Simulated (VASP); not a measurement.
# W3C2 in VASP: a series of runs

W3C2 is run at these levels: PBE; tasks: single point.

Program: VASP 6.6.1. These are calculated values, not measurements. Logs are shortened: lines on timing, memory, paths and dates and some standing lists are left out, and cuts for length are marked.

## 1. The cell of the first run

Symmetry: Immm, No. 71, orthorhombic system. Conventional cell: a = 3.014 Å, b = 4.327 Å, c = 8.972 Å, α = 90.00°, β = 90.00°, γ = 90.00°. W (site symmetry mmm) has 4 C at 2.16 Å within 2.9 Å. Within 2.9 Å of W (site symmetry mm2) lie 4 C at 2.16 to 2.17 Å and 1 W at 2.80 Å. C (site symmetry mm2) has 6 W at 2.16 to 2.17 Å within 2.9 Å.

## 2. Single point, PBE

INCAR reads:

```
SYSTEM = W3C2
PREC = Accurate
ENCUT = 520
EDIFF = 1E-6
ISMEAR = 0
SIGMA = 0.1
LREAL = .False.
LASPH = .True.
NELM = 60
ALGO = Normal
ISIF = 2
LWAVE = .False.
LCHARG = .False.
GGA = PE
NBANDS = 33
```

KPOINTS reads:

```
Automatic mesh
0
Gamma
  8 8 8
  0 0 0
```

POSCAR reads:

```
W3C2
1.0
   -1.5072134770      2.1634687386      4.4860210958
    1.5072134770     -2.1634687386      4.4860210958
    1.5072134770      2.1634687386     -4.4860210958
W C
3 2
Direct
    0.5000000000      0.0000000000      0.5000000000
    0.8440542811      0.3440542811      0.5000000000
    0.1559457189      0.6559457189      0.5000000000
    0.3277621817      0.3277621817      0.0000000000
    0.6722378183      0.6722378183      0.0000000000
```

Potentials or basis: VASP PAW PBE potentials, release 64 (W_sv, C).

Run with:

```sh
> cat potpaw_PBE.64/W_sv/POTCAR potpaw_PBE.64/C/POTCAR > POTCAR
> mpirun -np 1 vasp_std > vasp.out
```

OUTCAR:

```text
SYSTEM = W3C2
   PREC = Accurate
   ENCUT = 520
   EDIFF = 1E-6
   ISMEAR = 0
   LREAL = .False.
   LASPH = .True.
   NELM = 60
   ISIF = 2
   GGA = PE

 ion  position               nearest neighbor table
   1  0.500  0.000  0.500-   5 2.16   4 2.16   5 2.16   4 2.16   2 2.98   3 2.98   3 2.98   3 2.98
                             2 2.98   3 2.98   2 2.98   2 2.98   3 3.09   2 3.09
   2  0.844  0.344  0.500-   5 2.16   5 2.16   4 2.17   4 2.17   3 2.80   1 2.98   1 2.98   1 2.98
                             1 2.98   1 3.09   3 3.13   3 3.13   3 3.13   3 3.13
   3  0.156  0.656  0.500-   4 2.16   4 2.16   5 2.17   5 2.17   2 2.80   1 2.98   1 2.98   1 2.98
                             1 2.98   1 3.09   2 3.13   2 3.13   2 3.13   2 3.13
   4  0.328  0.328  0.000-   3 2.16   3 2.16   1 2.16   1 2.16   2 2.17   2 2.17
   5  0.672  0.672  0.000-   2 2.16   2 2.16   1 2.16   1 2.16   3 2.17   3 2.17

  LATTYP: Found a body centered orthorhombic cell.
 ALAT       =     3.0144269540
 B/A-ratio  =     1.4354096295
 C/A-ratio  =     2.9763674252

  Lattice vectors:

 A1 = (  -1.5072134770,   2.1634687386,   4.4860210958)
 A2 = (   1.5072134770,  -2.1634687386,   4.4860210958)
 A3 = (   1.5072134770,   2.1634687386,  -4.4860210958)

Analysis of symmetry for initial positions (statically):
=====================================================================
 Subroutine PRICEL returns:
 Original cell was already a primitive cell.

 Routine SETGRP: Setting up the symmetry group for a
 body centered orthorhombic supercell.

 Subroutine GETGRP returns: Found  8 space group operations
 (whereof  8 operations were pure point group operations)
 out of a pool of  8 trial point group operations.

The static configuration has the point symmetry D_2h.

Analysis of symmetry for dynamics (positions and initial velocities):
=====================================================================
 Subroutine PRICEL returns:
 Original cell was already a primitive cell.

 Routine SETGRP: Setting up the symmetry group for a
 body centered orthorhombic supercell.

 Subroutine GETGRP returns: Found  8 space group operations
 (whereof  8 operations were pure point group operations)
 out of a pool of  8 trial point group operations.

The dynamic configuration has the point symmetry D_2h.

 Subroutine INISYM returns: Found  8 space group operations
 (whereof  8 operations are pure point group operations),
 and found     1 'primitive' translations

[... 94 lines left out ...]
   ISPIN  =      1    spin polarized calculation?
   LNONCOLLINEAR =      F non collinear calculations
   LSORBIT =      F    spin-orbit coupling
   LASPH  =      T    aspherical Exc in radial PAW
   ENCUT  =  520.0 eV  38.22 Ry    6.18 a.u.   9.68  9.68  9.68*2*pi/ulx,y,z
   NELM   =     60;   NELMIN=  2; NELMDL= -5     # of ELM steps
   EDIFF  = 0.1E-05   stopping-criterion for ELM
   LREAL  =      F    real-space projection
   EDIFFG = 0.1E-04   stopping-criterion for IOM
   NSW    =      0    number of steps for IOM
   IBRION =     -1    ionic relax: 0-MD 1-quasi-New 2-CG
   NFREE  =      0    steps in history (QN), initial steepest desc. (CG)
   ISIF   =      2    stress and relaxation
   ISYM   =      2    0-nonsym 1-usesym 2-fastsym
   POTIM  = 0.5000    time-step for ionic-motion
   TEBEG  =    0.0;   TEEND  =   0.0 temperature during run
   PSTRESS=    0.0 pullay stress
   NELECT =      50.0000    total number of electrons
   NUPDOWN=      -1.0000    fix difference up-down
   EMIN   =  10.00;   EMAX   =-10.00  energy-range for DOS
   EFERMI =   0.00;   METHOD = LEGACY
   ISMEAR =     0;   SIGMA  =   0.10  broadening in eV -4-tet -1-fermi 0-gaus
   EFERMI_NEDOS =   21; number of points for ismear=-14 and -15
   IALGO  =     38    algorithm
   IMIX   =      4    mixing-type and parameters
     AMIX     =   0.40;   BMIX     =  1.00
     AMIX_MAG =   1.60;   BMIX_MAG =  1.00
  volume/ion in A,a.u.               =      11.70        78.97
  Fermi-wavevector in a.u.,A,eV,Ry     =   1.553517  2.935721 32.836494  2.413414
  Thomas-Fermi vector in A             =   2.657736
   LORBIT       =      0    0 simple, 1 ext, 2 COOP (PROOUT), +10 PAW based schemes
   GGA     = PE    functional components
   LHFCALC =     F    Hartree Fock is set to
   AEXX    =    0.0000 exact exchange contribution
   IVDW    =     0    specifies the selected vdW correction
   LEPSILON=     F    determine dielectric tensor
   LRPA    =     F    only Hartree local field effects (RPA)
 non-spin polarized calculation
 Gauss-broadening in eV      SIGMA  =   0.10
  energy-cutoff  :      520.00
  volume of cell :       58.51
 maximum number of plane-waves:      1598
   NGX = 19   NGY = 19   NGZ = 19

 number of electron      50.0000001 magnetization

 Free energy of the ion-electron system (eV)
  ---------------------------------------------------
  ext. energy  EPLUGINS =         0.00000000
  ---------------------------------------------------
  free energy    TOTEN  =       -56.84605681 eV

  energy without entropy =      -56.83378692  energy(sigma->0) =      -56.83992187

 E-fermi :  11.7449     XC(G=0): -13.6292

 val. band max:       11.7139507098   @ k =   0.2500   0.5000   0.0000
 cond. band min:      11.7602115960   @ k =   0.5000  -0.3750   0.1250
 fundamental gap:      0.0462608862
 Fermi energy:        11.7448973687

 k-point     1 :       0.0000    0.0000    0.0000
  band No.  band energies     occupation
      1     -63.0284      2.00000
      2     -62.9614      2.00000
      3     -62.9438      2.00000
      4     -27.5169      2.00000
      5     -27.4728      2.00000
      6     -27.4173      2.00000
[... 853 lines left out ...]
     32      15.7766      0.00000
     33      16.6802      0.00000

 [... further k-points ...]
[... 5 lines left out ...]
  --------------------------------------------------------------------------------------
  -------------------------------------------------------------------------------------
  Total       -0.1461803      0.4995776      0.3674907      0.0000000      0.0000000      0.0000000
  in kB       -4.0026979     13.6793948     10.0626008      0.0000000      0.0000000      0.0000000
  external PRESSURE =       6.5797659 kB  Pullay stress =       0.0000000 kB

 VOLUME and BASIS-vectors are now :
 -----------------------------------------------------------------------------
  energy-cutoff  :      520.00
  volume of cell :       58.51
      direct lattice vectors                 reciprocal lattice vectors
    -1.507213477  2.163468739  4.486021096     0.000000000  0.231110342  0.111457345
     1.507213477 -2.163468739  4.486021096     0.331738010  0.000000000  0.111457345
     1.507213477  2.163468739 -4.486021096     0.331738010  0.231110342  0.000000000

 POSITION                                       TOTAL-FORCE (eV/Angst)
 -----------------------------------------------------------------------------------
      0.00000      2.16347      0.00000        -0.000000      0.000000     -0.000000
      0.00000      2.16347      3.08687         0.000000      0.000000      0.202724
      1.50721      0.00000      1.39915        -0.000000     -0.000000     -0.202724
      0.00000      0.00000      2.94070        -0.000000     -0.000000     -0.026685
      0.00000      0.00000      6.03135        -0.000000      0.000000      0.026685
 -----------------------------------------------------------------------------------
    total drift:                                0.000000      0.000000     -0.000000

  FREE ENERGIE OF THE ION-ELECTRON SYSTEM (eV)
  ---------------------------------------------------
  free  energy   TOTEN  =       -56.8460568112 eV

  energy  without entropy=      -56.8337869227  energy(sigma->0) =      -56.83992187
```

stdout:

```text
POSCAR found type information on POSCAR W C
 POSCAR found :  2 types and       5 ions
 scaLAPACK will be used
 LDA part: xc-table for (Slater+PW92), standard interpolation
 POSCAR, INCAR and KPOINTS ok, starting setup
 FFT: planning ... GRIDC
 FFT: planning ... GRID_SOFT
 FFT: planning ... GRID
 WAVECAR not read
 entering main loop
```

Run time: 4.8 min. Hardware: 1 thread of Intel Xeon 6975P-C, shared host; peak memory 0.33 GiB.

Results:

| Item | Value |
| --- | --- |
| Free energy | -56.8461 eV |
| Pressure | 0.7 GPa |
| Largest force | 0.203 eV/Å |
| Band gap on the k mesh | zero (band 25 reaches 12.69 eV, above the bottom of band 26 at 11.09 eV) |

Forces in eV/Å, atoms in the order of the input:
```
W    0.000  0.000  0.000
W    0.000  0.000  0.203
W    0.000  0.000 -0.203
C    0.000  0.000 -0.027
C    0.000  0.000  0.027
```

Stress tensor (GPa, compression positive):
```
-0.40  0.00  0.00
 0.00  1.37  0.00
 0.00  0.00  1.01
```

Caveat: spin-orbit coupling is left out, which moves the levels of the heavy elements.

## 3. Single point, PBE

This run uses another cell than the first one: it holds 10 atoms, not 5.

INCAR reads:

```
ALGO = Normal
EDIFF = 1E-6
ENCUT = 520
GGA = PE
ISIF = 2
ISMEAR = 0
LASPH = True
LCHARG = False
LREAL = False
LWAVE = False
NBANDS = 61
NELM = 100
PREC = Accurate
SIGMA = 0.2
```

KPOINTS reads:

```
k-points
0
Gamma
  6 6 2
```

POSCAR reads:

```
W3C2
1.0
    4.3269284839      0.0078728954     -0.0039805317
   -0.0049717377      2.9642366563      0.5477647194
    0.0067499178      1.3279001204      9.3693182352
W C
6 4
Direct
    0.2500399306      0.6997361856      0.0500580397
    0.7499642863      0.7003301074      0.5499443108
    0.2498750807      0.3502764681      0.3941050524
    0.7500537789      0.3579679003      0.8940187043
   -0.2499950949      0.0492313015      0.2059029084
    0.2500808680      0.0424561885      0.7059777283
    0.7499006255      0.3749015507      0.3777396693
    1.2500713833      0.3709332062      0.8777998886
    0.2499628365      0.0250397612      0.2222580695
    0.7500463051      0.0291273306      0.7221956287
```

Potentials or basis: VASP PAW PBE potentials, release 64 (W_sv, C).

Run with:

```sh
> cat potpaw_PBE.64/W_sv/POTCAR potpaw_PBE.64/C/POTCAR > POTCAR
> mpirun -np 1 vasp_std > vasp.out
```

It took 4.5 min on 1 thread of Intel Xeon 6975P-C, shared host; peak memory 0.35 GiB.

Results (log left out):

```yaml
Free_energy: -113.7253 eV
Pressure: 0.8 GPa
Largest_force: 0.053 eV/Å
Band_gap_on_the_k_mesh: zero (band 50 reaches 12.64 eV, above the bottom of band 51 at 11.25 eV)
```

Forces on the atoms (eV/Å):
```
W   -0.001  0.001 -0.003
W    0.001 -0.003  0.002
W    0.007  0.001  0.049
W    0.000 -0.020  0.049
W   -0.003  0.017 -0.046
W   -0.006  0.003 -0.051
C    0.000 -0.006 -0.006
C   -0.001  0.007 -0.002
C    0.001 -0.004  0.005
C    0.001  0.003  0.004
```

Stress tensor (GPa, compression positive):
```
 0.71  0.01 -0.01
 0.01  0.68  0.01
-0.01  0.01  0.87
```

Levels at points of the mesh, in eV from the Fermi level:
```tsv
k point	band 47	band 48	band 49	band 50	band 51	band 52	band 53	band 54
(0.00, 0.00, 0.00)	-1.74	-0.99	-0.70	-0.30	0.09	0.09	0.17	0.24
(0.50, 0.00, 0.00)	-1.49	-1.49	-0.61	-0.61	0.60	0.60	1.07	1.07
(0.00, 0.50, 0.00)	-0.75	-0.71	-0.34	-0.31	1.15	1.21	1.98	1.99
(0.50, 0.50, 0.00)	-2.03	-2.03	0.78	0.78	1.53	1.53	1.91	1.91
(0.00, 0.00, 0.50)	-1.72	-1.72	-1.10	-1.09	0.03	0.03	0.41	0.44
(0.50, 0.00, 0.50)	-1.32	-1.32	-1.07	-1.07	0.01	0.01	1.44	1.44
(0.00, 0.50, 0.50)	-0.89	-0.86	0.04	0.21	0.68	0.76	1.33	1.35
(0.50, 0.50, 0.50)	-1.45	-1.45	0.87	0.87	1.06	1.06	1.59	1.60
```

Caveat: the k points lie up to 0.37 Å⁻¹ apart; spin-orbit coupling is left out, which moves the levels of the heavy elements.
